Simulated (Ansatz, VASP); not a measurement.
## Ge: VASP beside Ansatz

Contents of INCAR:

```
PREC = Accurate ; ENCUT = 520
EDIFF = 1E-7 ; ISMEAR = -1
SIGMA = 0.05 ; LREAL = False
LASPH = True ; NELM = 80
ALGO = Normal ; ISIF = 2
LWAVE = False ; LCHARG = False
GGA = PS ; NBANDS = 36
```

The input KPOINTS:

```
Automatic mesh
0
Gamma
  11 11 6
```

POSCAR

```
Ge
1.0
    3.9975858431     -0.0599637876     -0.0599637876
   -2.0507230850      3.4919927878     -0.0219482696
   -0.0989906692     -0.0989906692      6.5993779500
Ge
4
Direct
    0.6666666667      0.3333333333      0.0629012500
    0.3333333333      0.6666666667      0.5629012500
    0.6666666667      0.3333333333      0.4370987500
    0.3333333333      0.6666666667      0.9370987500
```

Input for Ansatz:

```yaml
crystal:
  lattice:
    - [3.9975858431, -0.0599637876, -0.0599637876]
    - [-2.050723085, 3.4919927878, -0.0219482696]
    - [-0.0989906692, -0.0989906692, 6.59937795]
  atoms:
    - { symbol: Ge, position: [0.6666666667, 0.3333333333, 0.06290125] }
    - { symbol: Ge, position: [0.3333333333, 0.6666666667, 0.56290125] }
    - { symbol: Ge, position: [0.6666666667, 0.3333333333, 0.43709875] }
    - { symbol: Ge, position: [0.3333333333, 0.6666666667, 0.93709875] }
kpoints:
  mp_grid: { grid: [11, 11, 6] }
  band_path:
    path:
      - [0.0, 0.0, 0.0]
      - [0.0, 0.0, 0.5]
      - [-0.5, 0.5, 0.0]
      - [0.0, 0.0, 0.0]
      - [0.0, -0.5, 0.0]
      - [-0.5, 0.0, 0.5]
      - [0.0, 0.0, 0.0]
      - [-0.5, 0.0, 0.0]
      - [0.0, -0.5, 0.5]
    npoints: 5
scf:
  occupations: { method: fermi_dirac, width: 0.05 }
hamiltonian:
  xc: pbesol
  pseudopotentials: { kind: all_electron, lapw: { basis_error: 0.001 } }
output:
  forces: true
  stress: true
  eigenvalues: true
```

Change from the starting cell: equal xy, yz and zx shear strains of -3 %.

Alike in both runs: task single point; functional PBEsol; k mesh 11 × 11 × 6; occupations fermi-dirac, width 0.05 eV; no spin polarisation.

|  | VASP | Ansatz |
| --- | --- | --- |
| version | VASP 6.6.1 | Ansatz 0.2.0 |
| potentials or method | VASP PAW PBE potentials, release 64 (Ge_d), cutoff 520 eV | all-electron LAPW, scalar-relativistic |

|  | VASP | Ansatz | Ansatz less VASP |
| --- | --- | --- | --- |
| pressure (GPa) | 0.0 | 0.1 | +0.07 |
| traceless stress, the component that is largest in VASP (GPa) | 2.05 | 2.05 | -0.005 |
| rms of the force components (eV/Å) | 0.204 | 0.205 | +0.0010 |

VASP's potentials were made for PBE, not for PBEsol. Atom by atom the forces differ by 0.001 eV/Å (rms over components). Ansatz ran all-electron here, and VASP with PAW potentials.
